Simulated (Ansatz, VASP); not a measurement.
## Pd in VASP and in Ansatz

```xyz
3
Lattice="4.5636 0.0000 0.0000 -2.2818 3.9522 0.0000 0.0000 0.0000 2.7154" Properties=species:S:1:pos:R:3 pbc="T T T"
Pd    0.0000    0.0000    0.0000
Pd    0.0000    2.6348    1.3577
Pd    2.2818    1.3174    1.3577
```

Alike in both runs: task single point; functional PBE; k mesh 11 × 11 × 15; occupations fermi-dirac, width 0.1 eV; no spin polarisation.

|  | VASP | Ansatz |
| --- | --- | --- |
| version | VASP 6.6.1 | Ansatz 0.2.0 |
| potentials or method | VASP PAW PBE potentials, release 64 (Pd), cutoff 520 eV | plane waves (420 eV) with PAW, scalar-relativistic |
| valence electrons in the cell | 30 | 54 |

Ansatz gave:

```
pressure (GPa)                                                : -5.5
traceless stress, the component that is largest in VASP (GPa) : 0.10
```

Estimate VASP's values.

pressure (GPa): -5.8; traceless stress, the component that is largest in VASP (GPa): 0.13.

VASP's potentials hold 30 valence electrons a cell and Ansatz's 54, so a difference there can come from the potentials and not from the codes.
